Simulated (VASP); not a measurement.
A run of VASP 6.6.1:

File INCAR:

```
SYSTEM = Ge
PREC     = Accurate       ! precision mode
ENCUT    = 520            ! plane-wave cutoff, eV
EDIFF    = 1E-8           ! SCF threshold, eV
ISMEAR   = -1             ! smearing method
SIGMA    = 0.05           ! smearing width, eV
LREAL    = .FALSE.        ! projectors in reciprocal space
LASPH    = .TRUE.         ! aspherical terms in the spheres
NELM     = 60             ! most SCF steps
ALGO     = Normal         ! electronic algorithm
ISIF     = 2              ! what is computed and relaxed
LWAVE    = .FALSE.        ! write WAVECAR
LCHARG   = .FALSE.        ! write CHGCAR
GGA      = CA             ! functional
LEFG     = .TRUE.       
NBANDS   = 21             ! bands
```

The input KPOINTS:

```
Automatic mesh
0
G
  10 10 10
  0 0 0
```

File POSCAR:

```
Ge
1.0
    0.0000000000      2.7721946000      2.8287700000
    2.7721946000      0.0000000000      2.8287700000
    2.7721946000      2.7721946000      0.0000000000
Ge
2
Direct
    0.5000000000      0.5000000000      0.5000000000
    0.7500000000      0.7500000000      0.7500000000
```

Potentials or basis: VASP PAW LDA potentials, release 64 (Ge_d).

Command:

```sh
$ cat potpaw_LDA.64/Ge_d/POTCAR > POTCAR
$ mpirun -np 1 vasp_std > vasp.out
```

Hardware: 1 thread of Intel(R) Xeon(R) Platinum 8259CL CPU @ 2.50GHz (Skylake/Cascade Lake), with other jobs on the host.

Task: How long does it take, and how much memory?

Result: Wall time 76 s on 1 thread of Intel(R) Xeon(R) Platinum 8259CL CPU @ 2.50GHz (Skylake/Cascade Lake), with other jobs on the host, peak memory 0.19 GiB. Counts: scf iterations 13, k points 102.
